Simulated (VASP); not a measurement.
Set up this calculation in VASP 6.6.1, as the native input.

| Property | Result |
| --- | --- |
| Task | single point |
| Functional | PBE |
| Potentials or basis | VASP PAW PBE potentials, release 64 (Mg, O, S) |
| Cutoff | 520 eV |
| k mesh | 9 × 9 × 1 |
| Occupations | gaussian, width 0.05 eV |
| Spin | collinear spin |
| Starting moments | [0.0, 0.0, 0.0, 0.0, 0.0, 0.0, 2.0] μB |
| Dipole correction | yes |
| Further INCAR settings | ALGO = Normal; EDIFF = 1e-07; NBANDS = 28 |

The structure of Mg3SO3 lies in POSCAR:

```
Mg3SO3
1.0
    3.0085896345      0.0000000000      0.0000000000
    0.0000000000      3.0085896345      0.0000000000
    0.0000000000      0.0000000000     19.7799623498
Mg O S
3 3 1
Direct
    0.5000000000      0.5000000000      0.2022248541
    0.0000000000      0.0000000000      0.3100331121
    0.5000000000      0.5000000000      0.4161289127
    0.0000000000      0.0000000000      0.2022248541
    0.5000000000      0.5000000000      0.3095409237
    0.0000000000      0.0000000000      0.4186035445
    0.2500000000      0.2500000000      0.5626353955
```

These files were run (other wordings do the same):

INCAR

```
SYSTEM = Mg3SO3
ALGO = Normal ; DIPOL = 0.5 0.5 0.346
EDIFF = 1E-7 ; ENCUT = 520
GGA = PE ; IDIPOL = 3
ISIF = 2 ; ISMEAR = 0
ISPIN = 2 ; LASPH = .True.
LCHARG = .True. ; LDIPOL = .True.
LELF = .True. ; LORBIT = 11
LREAL = .False. ; LVACPOTAV = .True.
LVHAR = .True. ; LWAVE = .False.
MAGMOM = 0 0 0 0 0 0 2 ; NBANDS = 28
NELM = 150 ; PREC = Accurate
SIGMA = 0.05
```

KPOINTS

```
k-points
0
Gamma
  9 9 1
  0 0 0
```

Potentials or basis: VASP PAW PBE potentials, release 64 (Mg, O, S).

Launch:

```sh
$ cat potpaw_PBE.64/Mg/POTCAR potpaw_PBE.64/O/POTCAR potpaw_PBE.64/S/POTCAR > POTCAR
$ mpirun -np 1 vasp_std > vasp.out
```

It gave:

```yaml
Largest_force: 0.646 eV/Å
Net_moment: 0.67 μB per cell
Site_moments: Mg -0.00, +0.00 (each value once); O +0.00, +0.01, +0.10; S +0.34 μB
Valence_electrons_inside_the_program's_atomic_spheres: Mg 0.35, 0.39 (each value once); O 5.03, 5.08, 5.02; S 3.45
```

Caveat: a moment this small can come from the mesh or the smearing.

Run time: 17 min on 1 thread of Oxide Virtual Turin-like Processor (shared host), peak memory 0.41 GiB.
